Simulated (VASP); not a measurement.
# CsB3N3 (P-62m) in VASP: a series of runs, part 2 of 2

VASP 6.6.1.

**4. Single point, PBE, collinear spin, ferromagnetic start**

The input, INCAR:

```
SYSTEM = CsB3N3
PREC = Accurate ; ENCUT = 520
EDIFF = 1E-6 ; ISMEAR = 0
SIGMA = 0.1 ; LREAL = .FALSE.
LASPH = .TRUE. ; NELM = 150
ALGO = Normal ; ISIF = 2
LWAVE = .FALSE. ; LCHARG = .FALSE.
ISPIN = 2 ; MAGMOM = 0 0 0 0 1 1 1
LORBIT = 11 ; GGA = PE
NBANDS = 30
```

The input, KPOINTS:

```
regular mesh
0
G
  6 6 4
  0 0 0
```

The input, POSCAR:

```
CsB3N3
1.0
    4.4246531600      0.0000000000      0.0000000000
   -2.2123265800      3.8318620400      0.0000000000
    0.0000000000      0.0000000000      6.1442767100
Cs B N
1 3 3
Direct
    0.0000000000      0.0000000000      0.5000000000
    0.3333333300      0.6666666700      0.0000000000
    0.6666666700      0.3333333300      0.0000000000
    0.0000000000      0.0000000000      0.0000000000
    0.2587608200      0.0000000000      0.0000000000
    0.0000000000      0.2587608200      0.0000000000
    0.7412391800      0.7412391800      0.0000000000
```

Potentials or basis: VASP PAW PBE potentials, release 64 (Cs_sv, B, N).

Started as:

```bash
> cat potpaw_PBE.64/Cs_sv/POTCAR potpaw_PBE.64/B/POTCAR potpaw_PBE.64/N/POTCAR > POTCAR
> mpirun -np 1 vasp_std > vasp.out
```

OUTCAR:

```text
SYSTEM = CsB3N3
   PREC = Accurate
   ENCUT = 520
   EDIFF = 1E-6
   ISMEAR = 0
   LREAL = .FALSE.
   LASPH = .TRUE.
   NELM = 150
   ISIF = 2
   ISPIN = 2
   LORBIT = 11
   GGA = PE

 ion  position               nearest neighbor table
   1  0.000  0.000  0.500-
   2  0.333  0.667  0.000-   5 1.66   6 1.66   7 1.66
   3  0.667  0.333  0.000-   6 1.66   5 1.66   7 1.66
   4  0.000  0.000  0.000-   5 1.14   6 1.14   7 1.14
   5  0.259  0.000  0.000-   4 1.14   2 1.66   3 1.66
   6  0.000  0.259  0.000-   4 1.14   3 1.66   2 1.66
   7  0.741  0.741  0.000-   4 1.14   2 1.66   3 1.66

  LATTYP: Found a hexagonal cell.
 ALAT       =     4.4246531600
 C/A-ratio  =     1.3886459543

  Lattice vectors:

 A1 = (   4.4246531600,   0.0000000000,   0.0000000000)
 A2 = (  -2.2123265800,   3.8318620400,   0.0000000000)
 A3 = (   0.0000000000,   0.0000000000,   6.1442767100)

Analysis of symmetry for initial positions (statically):
=====================================================================
 Subroutine PRICEL returns:
 Original cell was already a primitive cell.

 Routine SETGRP: Setting up the symmetry group for a
 hexagonal supercell.

 Subroutine GETGRP returns: Found 12 space group operations
 (whereof 12 operations were pure point group operations)
 out of a pool of 24 trial point group operations.

The static configuration has the point symmetry D_3h.

Analysis of symmetry for dynamics (positions and initial velocities):
=====================================================================
 Subroutine PRICEL returns:
 Original cell was already a primitive cell.

 Routine SETGRP: Setting up the symmetry group for a
 hexagonal supercell.

 Subroutine GETGRP returns: Found 12 space group operations
 (whereof 12 operations were pure point group operations)
[... 179 lines left out ...]

 spin component 1

 k-point     1 :       0.0000    0.0000    0.0000
  band No.  band energies     occupation
      1     -19.0412      1.00000
      2     -16.7657      1.00000
      3     -13.0123      1.00000
      4     -13.0123      1.00000
      5      -7.2936      1.00000
      6      -6.7927      1.00000
[... 640 lines left out ...]
     27      11.0465      0.00000
     28      12.8319      0.00000
 Fermi energy:         4.6954377987

 spin component 2

 k-point     1 :       0.0000    0.0000    0.0000
  band No.  band energies     occupation
      1     -19.0412      1.00000
      2     -16.7657      1.00000
      3     -13.0124      1.00000
      4     -13.0124      1.00000
      5      -7.2936      1.00000
      6      -6.7927      1.00000
[... 640 lines left out ...]
     27      11.0465      0.00000
     28      12.8319      0.00000
 [bands above 28 left out]

------------------------ aborting loop because EDIFF is reached ----------------------------------------

  FORCE on cell =-STRESS in cart. coord.  units (eV):
  Direction    XX          YY          ZZ          XY          YZ          ZX
  --------------------------------------------------------------------------------------
  -------------------------------------------------------------------------------------
  Total       27.7676519     27.7676519      0.4366997      0.0000000     -0.0000000      0.0000000
  in kB      427.0609623    427.0609625      6.7163539      0.0000000     -0.0000000      0.0000000
  external PRESSURE =     286.9460929 kB  Pullay stress =       0.0000000 kB

 VOLUME and BASIS-vectors are now :
 -----------------------------------------------------------------------------
  energy-cutoff  :      520.00
  volume of cell :      104.17
      direct lattice vectors                 reciprocal lattice vectors
     4.424653160  0.000000000  0.000000000     0.226006415  0.130484865  0.000000000
    -2.212326580  3.831862040  0.000000000     0.000000000  0.260969729  0.000000000
     0.000000000  0.000000000  6.144276710     0.000000000  0.000000000  0.162753087

 POSITION                                       TOTAL-FORCE (eV/Angst)
 -----------------------------------------------------------------------------------
      0.00000      0.00000      3.07214        -0.000000     -0.000000     -0.000000
     -0.00000      2.55457      0.00000        -0.000000     -0.000000     -0.000000
      2.21233      1.27729      0.00000        -0.000000     -0.000000     -0.000000
      0.00000      0.00000      0.00000        -0.000000     -0.000000     -0.000000
      1.14493      0.00000      0.00000        31.660462     -0.000000      0.000000
     -0.57246      0.99154      0.00000       -15.830231     27.418764     -0.000000
      1.63986      2.84033      0.00000       -15.830231    -27.418764      0.000000
 -----------------------------------------------------------------------------------
    total drift:                                0.000001      0.000002      0.000000

  FREE ENERGIE OF THE ION-ELECTRON SYSTEM (eV)
  ---------------------------------------------------
  free  energy   TOTEN  =       -40.8523906208 eV

  energy  without entropy=      -40.8456393333  energy(sigma->0) =      -40.84901498

 total charge

# of ion       s       p       d       tot
------------------------------------------
    1        1.843   4.676   0.058   6.577
    2        0.631   1.030   0.000   1.661
    3        0.631   1.030   0.000   1.661
    4        1.179   2.737   0.000   3.916
    5        1.287   2.774   0.000   4.060
    6        1.287   2.774   0.000   4.060
    7        1.287   2.774   0.000   4.060
--------------------------------------------------
tot          8.144  17.793   0.058  25.996

 magnetization (x)

# of ion       s       p       d       tot
------------------------------------------
    1       -0.000   0.000  -0.000  -0.000
    2        0.000   0.000   0.000   0.000
    3        0.000   0.000   0.000   0.000
    4        0.000   0.000   0.000   0.000
    5       -0.000  -0.000   0.000  -0.000
    6       -0.000  -0.000   0.000  -0.000
    7       -0.000  -0.000   0.000  -0.000
--------------------------------------------------
tot         -0.000  -0.000  -0.000  -0.000
```

Run time: 3.5 min. Hardware: 1 thread of Oxide Virtual Turin-like, shared host; peak memory 0.3 GiB.

Results:

- Free energy: -40.8524 eV
- Pressure: 28.7 GPa
- Largest force: 31.660 eV/Å
- Net moment: 0.00 μB per cell
- Valence electrons inside the program's atomic spheres: Cs 6.58; B 1.66, 3.92; N 4.06

Forces in eV/Å, atoms in the order of the input:
```
Cs    0.000   0.000   0.000
B     0.000   0.000   0.000
B     0.000   0.000   0.000
B     0.000   0.000   0.000
N    31.660   0.000   0.000
N   -15.830  27.419   0.000
N   -15.830 -27.419   0.000
```

Stress tensor (GPa, compression positive):
```
42.71  0.00  0.00
 0.00 42.71  0.00
 0.00  0.00  0.67
```

Caveat: spin-orbit coupling is left out, which moves the levels of the heavy elements; forces of over 1 eV/Å act on the atoms, so gaps and moduli don't describe the material at rest.

**5. Single point, PBE, collinear spin, ferromagnetic start**

This run uses another cell than the first one, of 16.57 Å³/atom, 1.113 times its volume.

The input, INCAR:

```
PREC = Accurate ; ENCUT = 520
EDIFF = 1E-6 ; ISMEAR = 0
SIGMA = 0.1 ; LREAL = F
LASPH = T ; NELM = 150
ALGO = Normal ; ISIF = 2
LWAVE = F ; LCHARG = F
ISPIN = 2 ; MAGMOM = 0 0 0 0 1 1 1
LORBIT = 11 ; GGA = PE
NBANDS = 30
```

The input, KPOINTS:

```
regular mesh
0
Gamma
  6 6 4
```

The input, POSCAR:

```
CsB3N3
1.0
    4.3792326200      0.0000000000      0.0000000000
   -2.1896163100      3.7925266980      0.0000000000
    0.0000000000      0.0000000000      6.9830402959
Cs B N
1 3 3
Direct
    0.0000000000      0.0000000000      0.5000000000
    0.3333333333      0.6666666667      0.0000000000
    0.6666666667      0.3333333333      0.0000000000
    0.0000000000      0.0000000000      0.0000000000
    0.3324906916      0.0000000000      0.0000000000
    0.0000000000      0.3324906916      0.0000000000
    0.6675093084      0.6675093084      0.0000000000
```

Started as:

```bash
> cat potpaw_PBE.64/Cs_sv/POTCAR potpaw_PBE.64/B/POTCAR potpaw_PBE.64/N/POTCAR > POTCAR
> mpirun -np 1 vasp_std > vasp.out
```

Wall time 6.2 min (1 thread of Oxide Virtual Turin-like, shared host); peak memory 0.33 GiB.

It converged, with:

```yaml
Free_energy: -53.1125 eV
Pressure: 0.1 GPa
Net_moment: 0.00 μB per cell
Valence_electrons_inside_the_program's_atomic_spheres: Cs 6.56; B 2.12, 2.16; N 3.99
```

Stress tensor (GPa, compression positive):
```
0.02 0.00 0.00
0.00 0.02 0.00
0.00 0.00 0.35
```

Levels at points of the mesh, in eV from the Fermi level:
Spin up:
```tsv
k point	band 13	band 14	band 15	band 16	band 17	band 18	band 19	band 20	band 21	band 22
(0.00, 0.00, 0.00)	-5.60	-5.60	-4.34	-4.34	-1.55	0.14	0.29	1.46	2.69	2.69
(0.50, 0.00, 0.00)	-8.11	-7.48	-7.28	-5.22	0.01	0.22	1.46	2.12	2.43	3.67
(0.00, 0.00, 0.50)	-5.60	-5.60	-4.33	-4.33	-1.15	0.18	0.26	1.34	2.69	2.69
(0.50, 0.00, 0.50)	-8.10	-7.55	-7.39	-5.22	-0.30	0.62	0.84	2.58	3.05	3.56
```
Spin down:
```
           k point  band 15  band 16  band 17  band 18  band 19  band 20
(0.00, 0.00, 0.00)    -4.34    -4.34    -1.55     0.14     0.29     1.46
(0.50, 0.00, 0.00)    -7.28    -5.22     0.01     0.22     1.46     2.12
(0.00, 0.00, 0.50)    -4.33    -4.33    -1.15     0.18     0.26     1.34
(0.50, 0.00, 0.50)    -7.39    -5.22    -0.30     0.62     0.84     2.58
```

Caveat: spin-orbit coupling is left out, which moves the levels of the heavy elements.

**6. Overview**

| task | spin | cell | k mesh | cutoff (eV) | gap on the mesh (eV) | pressure (GPa) | moment (μB) | largest force (eV/Å) |
| --- | --- | --- | --- | --- | --- | --- | --- | --- |
| relaxation of cell and atoms | off | relaxed from a = 4.425, b = 4.425, c = 6.144 Å, angles 90.0, 90.0, 120.0°, 7 atoms | 6 × 6 × 4 | 600 | none | 0.2 | - | 0.03 |
| single point | off | a = 4.369, b = 4.369, c = 9.541 Å, angles 90.0, 90.0, 120.0°, 7 atoms | 12 × 12 × 6 | 520 | none | 0.0 | - | - |
| single point | collinear, ferromagnetic start | a = 4.425, b = 4.425, c = 6.144 Å, angles 90.0, 90.0, 120.0°, 7 atoms | 6 × 6 × 4 | 520 | none | 28.7 | 0.00 | 31.66 |
| single point | collinear, ferromagnetic start | a = 4.379, b = 4.379, c = 6.983 Å, angles 90.0, 90.0, 120.0°, 7 atoms | 6 × 6 × 4 | 520 | none | 0.1 | 0.00 | - |

Alike in all rows: level PBE; potentials or basis VASP PAW PBE potentials, release 64 (Cs_sv, B, N); smearing gaussian 0.1 eV.

Caveats: spin-orbit coupling is left out, which moves the levels of the heavy elements; forces of over 1 eV/Å act on the atoms, so gaps and moduli don't describe the material at rest (some runs).

Absolute energies hang on the potentials; compare differences alone.
